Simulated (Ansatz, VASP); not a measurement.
## Two plane-wave programs on La

```
La
1.0
     3.75000    0.00000    0.00000
    -1.87500    3.24760    0.00000
     0.00000    0.00000    6.07000
La
2
Direct
  0.33333 0.66667 0.25000
  0.66667 0.33333 0.75000
```

Alike in both runs: task electric field gradients; functional PBEsol; k mesh 11 × 11 × 6; occupations fermi-dirac, width 0.05 eV; no spin polarisation.

|  | VASP | Ansatz |
| --- | --- | --- |
| version | VASP 6.6.1 | Ansatz 0.2.0 |
| potentials or method | VASP PAW PBE potentials, release 64 (La) | PAW with Ansatz's default frozen-core files, scalar-relativistic |
| plane-wave cutoff (eV) | 520 | 420 |
| valence electrons in the cell | 22 | 22 |

|  | VASP | Ansatz | Ansatz less VASP |
| --- | --- | --- | --- |
| pressure (GPa) | -1.7 | -1.7 | -0.04 |
| traceless stress, the component that is largest in VASP (GPa) | -0.10 | -0.12 | -0.020 |
| size of Vzz on the site where it differs most (V/Å²) | 11.4 | 10.3 | -1.06 |

VASP's potentials were made for PBE, not for PBEsol.

Neither program's run includes spin-orbit coupling.
